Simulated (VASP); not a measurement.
# In3As (Pm-3m) in VASP: notebook

Runs on In3As. Level: PBEsol. Tasks: single point.

Program: VASP 6.6.1. These are calculated values, not measurements. Logs are shortened: lines on timing, memory, paths and dates and some standing lists are left out, and cuts for length are marked.

## 1. The cell of the first run

The structure is cubic, space group Pm-3m (No. 221). Conventional cell: a = 4.590 Å, b = 4.590 Å, c = 4.590 Å, α = 90.00°, β = 90.00°, γ = 90.00°. In (site symmetry 4/mmm) has 8 In at 3.25 Å and 4 As at 3.25 Å within 4.3 Å. As (site symmetry m-3m) has 12 In at 3.25 Å within 4.3 Å.

## 2. Single point, PBEsol

The input, INCAR:

```
SYSTEM = In3As
  ALGO = Fast
  EDIFF = 1E-6
  ENCUT = 520
  GGA = PS
  ISIF = 2
  ISMEAR = -1
  LASPH = .True.
  LCHARG = .False.
  LREAL = .False.
  LWAVE = .False.
  NBANDS = 30
  NELM = 80
  PREC = Accurate
  SIGMA = 0.05
```

The input, KPOINTS:

```
k-points
0
Gamma
  6 6 6
  0 0 0
```

The input, POSCAR:

```
In3As
1.0
    4.5898336143      0.0000000000      0.0000000000
    0.0000000000      4.5898336143      0.0000000000
    0.0000000000      0.0000000000      4.5898336143
In As
3 1
Direct
    0.5000000000      0.5000000000      0.0000000000
    0.5000000000      0.0000000000      0.5000000000
    0.0000000000      0.5000000000      0.5000000000
    0.0000000000      0.0000000000      0.0000000000
```

Potentials or basis: VASP PAW PBE potentials, release 64 (In_d, As).

Launch:

```
$ cat potpaw_PBE.64/In_d/POTCAR potpaw_PBE.64/As/POTCAR > POTCAR
$ mpirun -np 1 vasp_std > vasp.out
```

OUTCAR:

```text
SYSTEM = In3As
   EDIFF = 1E-6
   ENCUT = 520
   GGA = PS
   ISIF = 2
   ISMEAR = -1
   LASPH = .True.
   LREAL = .False.
   NELM = 80
   PREC = Accurate

 ion  position               nearest neighbor table
   1  0.500  0.500  0.000-   2 3.25   3 3.25   4 3.25   2 3.25   3 3.25   2 3.25   4 3.25   2 3.25
                             3 3.25   4 3.25   3 3.25   4 3.25
   2  0.500  0.000  0.500-   1 3.25   3 3.25   4 3.25   1 3.25   4 3.25   1 3.25   3 3.25   1 3.25
                             3 3.25   4 3.25   4 3.25   3 3.25
   3  0.000  0.500  0.500-   1 3.25   2 3.25   4 3.25   1 3.25   4 3.25   2 3.25   4 3.25   4 3.25
                             1 3.25   2 3.25   1 3.25   2 3.25
   4  0.000  0.000  0.000-   1 3.25   2 3.25   3 3.25   2 3.25   3 3.25   1 3.25   3 3.25   3 3.25
                             1 3.25   2 3.25   2 3.25   1 3.25

  LATTYP: Found a simple cubic cell.
 ALAT       =     4.5898336143

  Lattice vectors:

 A1 = (   4.5898336143,   0.0000000000,   0.0000000000)
 A2 = (   0.0000000000,   4.5898336143,   0.0000000000)
 A3 = (   0.0000000000,   0.0000000000,   4.5898336143)

Analysis of symmetry for initial positions (statically):
=====================================================================
 Subroutine PRICEL returns:
 Original cell was already a primitive cell.

 Routine SETGRP: Setting up the symmetry group for a
 simple cubic supercell.

 Subroutine GETGRP returns: Found 48 space group operations
 (whereof 48 operations were pure point group operations)
 out of a pool of 48 trial point group operations.

The static configuration has the point symmetry O_h .

Analysis of symmetry for dynamics (positions and initial velocities):
=====================================================================
 Subroutine PRICEL returns:
 Original cell was already a primitive cell.

 Routine SETGRP: Setting up the symmetry group for a
 simple cubic supercell.

 Subroutine GETGRP returns: Found 48 space group operations
 (whereof 48 operations were pure point group operations)
 out of a pool of 48 trial point group operations.

The dynamic configuration has the point symmetry O_h .

 Subroutine INISYM returns: Found 48 space group operations
 (whereof 48 operations are pure point group operations),
 and found     1 'primitive' translations

----------------------------------------------------------------------------------------

                                     Primitive cell

  volume of cell :      96.6921

  direct lattice vectors                    reciprocal lattice vectors
     4.589833614  0.000000000  0.000000000     0.217872822  0.000000000  0.000000000
     0.000000000  4.589833614  0.000000000     0.000000000  0.217872822  0.000000000
     0.000000000  0.000000000  4.589833614     0.000000000  0.000000000  0.217872822

  length of vectors
     4.589833614  4.589833614  4.589833614     0.217872822  0.217872822  0.217872822

  position of ions in fractional coordinates (direct lattice)
     0.500000000  0.500000000  0.000000000
     0.500000000  0.000000000  0.500000000
     0.000000000  0.500000000  0.500000000
     0.000000000  0.000000000  0.000000000

  ion indices of the primitive-cell ions
   primitive index   ion index
                 1           1
                 2           2
                 3           3
                 4           4

----------------------------------------------------------------------------------------

 KPOINTS: k-points

Automatic generation of k-mesh.
 Grid dimensions read from file:
 generate k-points for:    6    6    6

 Generating k-lattice:

  Cartesian coordinates                     Fractional coordinates (reciprocal lattice)
     0.036312137  0.000000000  0.000000000     0.166666667  0.000000000  0.000000000
     0.000000000  0.036312137  0.000000000     0.000000000  0.166666667  0.000000000
     0.000000000  0.000000000  0.036312137     0.000000000  0.000000000  0.166666667

  Length of vectors
     0.036312137  0.036312137  0.036312137

  Shift w.r.t. Gamma in fractional coordinates (k-lattice)
     0.000000000  0.000000000  0.000000000

 Subroutine IBZKPT returns following result:
 ===========================================

 Found     20 irreducible k-points:

 Following reciprocal coordinates:
            Coordinates               Weight
  0.000000  0.000000  0.000000      1.000000
  0.166667  0.000000  0.000000      6.000000
  0.333333  0.000000  0.000000      6.000000
  0.500000  0.000000  0.000000      3.000000
  0.166667  0.166667  0.000000     12.000000
  0.333333  0.166667  0.000000     24.000000
[... 12 lines left out ...]
  0.500000  0.500000  0.333333      6.000000
  0.500000  0.500000  0.500000      1.000000
   k-points           NKPTS =     20   k-points in BZ     NKDIM =     20   number of bands    NBANDS=     30
   number of dos      NEDOS =    301   number of ions     NIONS =      4
   total plane-waves  NPLWV =  46656
   dimension x,y,z NGX =    36 NGY =   36 NGZ =   36
   dimension x,y,z NGXF=    72 NGYF=   72 NGZF=   72
   ions per type =               3   1
   NGX,Y,Z   is equivalent  to a cutoff of  13.04, 13.04, 13.04 a.u.
   NGXF,Y,Z  is equivalent  to a cutoff of  26.08, 26.08, 26.08 a.u.
 SYSTEM =  In3As
   PREC   = accura    normal or accurate (medium, high low for compatibility)
   ISTART =      0    job   : 0-new  1-cont  2-samecut
   ICHARG =      2    charge: 1-file 2-atom 10-const
   ISPIN  =      1    spin polarized calculation?
   LNONCOLLINEAR =      F non collinear calculations
   LSORBIT =      F    spin-orbit coupling
   LASPH  =      T    aspherical Exc in radial PAW
   ENCUT  =  520.0 eV  38.22 Ry    6.18 a.u.   8.53  8.53  8.53*2*pi/ulx,y,z
   NELM   =     80;   NELMIN=  2; NELMDL= -5     # of ELM steps
   EDIFF  = 0.1E-05   stopping-criterion for ELM
   LREAL  =      F    real-space projection
   EDIFFG = 0.1E-04   stopping-criterion for IOM
   NSW    =      0    number of steps for IOM
   IBRION =     -1    ionic relax: 0-MD 1-quasi-New 2-CG
   NFREE  =      0    steps in history (QN), initial steepest desc. (CG)
   ISIF   =      2    stress and relaxation
   ISYM   =      2    0-nonsym 1-usesym 2-fastsym
   POTIM  = 0.5000    time-step for ionic-motion
   TEBEG  =    0.0;   TEEND  =   0.0 temperature during run
   PSTRESS=    0.0 pullay stress
   NELECT =      44.0000    total number of electrons
   NUPDOWN=      -1.0000    fix difference up-down
   EMIN   =  10.00;   EMAX   =-10.00  energy-range for DOS
   EFERMI =   0.00;   METHOD = LEGACY
   ISMEAR =    -1;   SIGMA  =   0.05  broadening in eV -4-tet -1-fermi 0-gaus
   EFERMI_NEDOS =   21; number of points for ismear=-14 and -15
   IALGO  =     68    algorithm
   IMIX   =      4    mixing-type and parameters
     AMIX     =   0.40;   BMIX     =  1.00
     AMIX_MAG =   1.60;   BMIX_MAG =  1.00
  volume/ion in A,a.u.               =      24.17       163.13
  Fermi-wavevector in a.u.,A,eV,Ry     =   1.259202  2.379547 21.573261  1.585590
  Thomas-Fermi vector in A             =   2.392774
   LORBIT       =      0    0 simple, 1 ext, 2 COOP (PROOUT), +10 PAW based schemes
   GGA     = PS    functional components
   LHFCALC =     F    Hartree Fock is set to
   AEXX    =    0.0000 exact exchange contribution
   IVDW    =     0    specifies the selected vdW correction
   LEPSILON=     F    determine dielectric tensor
   LRPA    =     F    only Hartree local field effects (RPA)
 non-spin polarized calculation
 RMM-DIIS sequential band-by-band and
  energy-cutoff  :      520.00
  volume of cell :       96.69
 maximum number of plane-waves:      2629
 NGX is ok and might be reduce to    36
   NGX = 17   NGY = 17   NGZ = 17

 number of electron      43.9999974 magnetization

 Free energy of the ion-electron system (eV)
  ---------------------------------------------------
  ext. energy  EPLUGINS =         0.00000000
  ---------------------------------------------------
  free energy    TOTEN  =       -13.75724080 eV

  energy without entropy =      -13.74040273  energy(sigma->0) =      -13.74882176

 E-fermi :   7.0431     XC(G=0): -10.5371

 val. band max:        6.9762342062   @ k =   0.1667   0.1667   0.1667
 cond. band min:       7.0597388079   @ k =   0.5000   0.0000   0.0000
 fundamental gap:      0.0835046017
 Fermi energy:         7.0430668023

 k-point     1 :       0.0000    0.0000    0.0000
  band No.  band energies     occupation
      1      -7.6176      2.00000
      2      -7.5915      2.00000
      3      -7.5915      2.00000
      4      -7.5915      2.00000
      5      -7.3973      2.00000
      6      -7.3973      2.00000
[... 22 lines left out ...]
     29      13.2257      0.00000
     30      14.4631      0.00000

 k-point     2 :       0.1667    0.0000    0.0000
  band No.  band energies     occupation
      1      -7.5856      2.00000
      2      -7.5851      2.00000
      3      -7.5567      2.00000
      4      -7.5567      2.00000
      5      -7.3924      2.00000
      6      -7.3729      2.00000
[... 22 lines left out ...]
     29      13.9481      0.00000
     30      14.5792      0.00000

 k-point     3 :       0.3333    0.0000    0.0000
  band No.  band energies     occupation
      1      -7.5716      2.00000
      2      -7.5063      2.00000
      3      -7.4596      2.00000
      4      -7.4596      2.00000
      5      -7.3798      2.00000
      6      -7.3114      2.00000
[... 22 lines left out ...]
     29      14.5118      0.00000
     30      14.5191      0.00000

 k-point     4 :       0.5000    0.0000    0.0000
  band No.  band energies     occupation
      1      -7.5645      2.00000
      2      -7.4509      2.00000
      3      -7.3625      2.00000
      4      -7.3485      2.00000
      5      -7.3485      2.00000
      6      -7.2896      2.00000
[... 22 lines left out ...]
     29      12.6777      0.00000
     30      13.6069      0.00000

 k-point     5 :       0.1667    0.1667    0.0000
  band No.  band energies     occupation
      1      -7.5637      2.00000
      2      -7.5624      2.00000
      3      -7.5386      2.00000
      4      -7.5234      2.00000
      5      -7.3783      2.00000
      6      -7.3561      2.00000
[... 22 lines left out ...]
     29      14.1839      0.00000
     30      14.5569      0.00000
[... 394 lines left out ...]
     29      14.6295      0.00000
     30      15.7965      0.00000

 k-point    18 :       0.5000    0.3333    0.3333
  band No.  band energies     occupation
      1      -7.4877      2.00000
      2      -7.4809      2.00000
      3      -7.4346      2.00000
      4      -7.4194      2.00000
      5      -7.4045      2.00000
      6      -7.3909      2.00000
[... 22 lines left out ...]
     29      14.8522      0.00000
     30      15.0066      0.00000

 k-point    19 :       0.5000    0.5000    0.3333
  band No.  band energies     occupation
      1      -7.5123      2.00000
      2      -7.4595      2.00000
      3      -7.4595      2.00000
      4      -7.4595      2.00000
      5      -7.3935      2.00000
      6      -7.3935      2.00000
[... 22 lines left out ...]
     29      15.0969      0.00000
     30      16.0218      0.00000

 k-point    20 :       0.5000    0.5000    0.5000
  band No.  band energies     occupation
      1      -7.5448      2.00000
      2      -7.4765      2.00000
      3      -7.4765      2.00000
      4      -7.4765      2.00000
      5      -7.4006      2.00000
      6      -7.4006      2.00000
[... 22 lines left out ...]
     29      16.5660      0.00000
     30      16.6278      0.00000

------------------------ aborting loop because EDIFF is reached ----------------------------------------

  FORCE on cell =-STRESS in cart. coord.  units (eV):
  Direction    XX          YY          ZZ          XY          YZ          ZX
  --------------------------------------------------------------------------------------
  -------------------------------------------------------------------------------------
  Total       -0.0565423     -0.0565423     -0.0565423     -0.0000000     -0.0000000     -0.0000000
  in kB       -0.9368994     -0.9368994     -0.9368994     -0.0000000     -0.0000000     -0.0000000
  external PRESSURE =      -0.9368994 kB  Pullay stress =       0.0000000 kB

 VOLUME and BASIS-vectors are now :
 -----------------------------------------------------------------------------
  energy-cutoff  :      520.00
  volume of cell :       96.69
      direct lattice vectors                 reciprocal lattice vectors
     4.589833614  0.000000000  0.000000000     0.217872822  0.000000000  0.000000000
     0.000000000  4.589833614  0.000000000     0.000000000  0.217872822  0.000000000
     0.000000000  0.000000000  4.589833614     0.000000000  0.000000000  0.217872822

 POSITION                                       TOTAL-FORCE (eV/Angst)
 -----------------------------------------------------------------------------------
      2.29492      2.29492      0.00000         0.000000      0.000000      0.000000
      2.29492      0.00000      2.29492         0.000000      0.000000      0.000000
      0.00000      2.29492      2.29492         0.000000      0.000000      0.000000
      0.00000      0.00000      0.00000         0.000000      0.000000      0.000000
 -----------------------------------------------------------------------------------
    total drift:                                0.000000      0.000000      0.000000

  FREE ENERGIE OF THE ION-ELECTRON SYSTEM (eV)
  ---------------------------------------------------
  free  energy   TOTEN  =       -13.7572407978 eV

  energy  without entropy=      -13.7404027269  energy(sigma->0) =      -13.74882176
```

Wall time 53 s (1 thread of Intel Xeon Platinum 8488C (Sapphire Rapids), shared host); peak memory 0.22 GiB.

Results:

* Free energy: -13.7572 eV
* Pressure: -0.1 GPa
* Band gap on the k mesh: zero (band 22 reaches 7.65 eV, above the bottom of band 23 at 3.46 eV)

Levels at points of the mesh, in eV from the Fermi level:
```
           k point  band 20  band 21  band 22  band 23  band 24  band 25
(0.00, 0.00, 0.00)    -3.06    -1.80    -1.80     2.16     2.16     2.16
(0.50, 0.00, 0.00)    -1.68    -1.02    -0.11    -0.11     0.02     1.40
(0.50, 0.50, 0.00)    -0.80    -0.41     0.57     0.57     1.89     1.94
(0.50, 0.50, 0.50)    -4.22    -4.22    -4.22    -3.58     4.97     4.97
```

Caveat: the PAW data sets were made with another functional, which shifts forces and pressure a little; spin-orbit coupling is left out, which moves the levels of the heavy elements.

## 3. Single point, PBEsol

The input, INCAR:

```
  PREC = Accurate
  ENCUT = 520
  EDIFF = 1E-7
  ISMEAR = -1
  SIGMA = 0.05
  LREAL = F
  LASPH = T
  NELM = 60
  ALGO = Normal
  ISIF = 2
  LWAVE = F
  LCHARG = F
  GGA = PS
  NBANDS = 30
```

The input, KPOINTS:

```
Automatic mesh
0
Gamma
  6 6 6
```

The input, POSCAR:

```
In3As
1.0
    4.5909242667      0.0000000000      0.0000000000
    0.0000000000      4.5909242667      0.0000000000
    0.0000000000      0.0000000000      4.5909242667
In As
3 1
Direct
    0.5000000000      0.5000000000      0.0000000000
    0.5000000000      0.0000000000      0.5000000000
    0.0000000000      0.5000000000      0.5000000000
    0.0000000000      0.0000000000      0.0000000000
```

Potentials or basis: VASP PAW PBE potentials, release 64 (In_d, As).

Launch:

```
$ cat potpaw_PBE.64/In_d/POTCAR potpaw_PBE.64/As/POTCAR > POTCAR
$ mpirun -np 1 vasp_std > vasp.out
```

Run time: 50 s. Hardware: 1 thread of Intel Xeon Platinum 8488C (Sapphire Rapids), shared host; peak memory 0.22 GiB.

The run converged. Its results:

```
Free energy            : -13.7572 eV
Pressure               : -0.1 GPa
Band gap on the k mesh : zero (band 22 reaches 7.64 eV, above the bottom of band 23 at 3.45 eV)
```

Levels at points of the mesh, in eV from the Fermi level:
```tsv
k point	band 19	band 20	band 21	band 22	band 23	band 24	band 25	band 26
(0.00, 0.00, 0.00)	-3.05	-3.05	-1.80	-1.80	2.16	2.16	2.16	4.69
(0.50, 0.00, 0.00)	-1.68	-1.68	-1.03	-0.11	-0.11	0.02	1.40	4.89
(0.50, 0.50, 0.00)	-6.02	-0.79	-0.41	0.57	0.57	1.89	1.95	1.95
(0.50, 0.50, 0.50)	-4.25	-4.21	-4.21	-4.21	-3.58	4.97	4.97	4.97
```

Caveat: the PAW data sets were made with another functional, which shifts forces and pressure a little; spin-orbit coupling is left out, which moves the levels of the heavy elements.
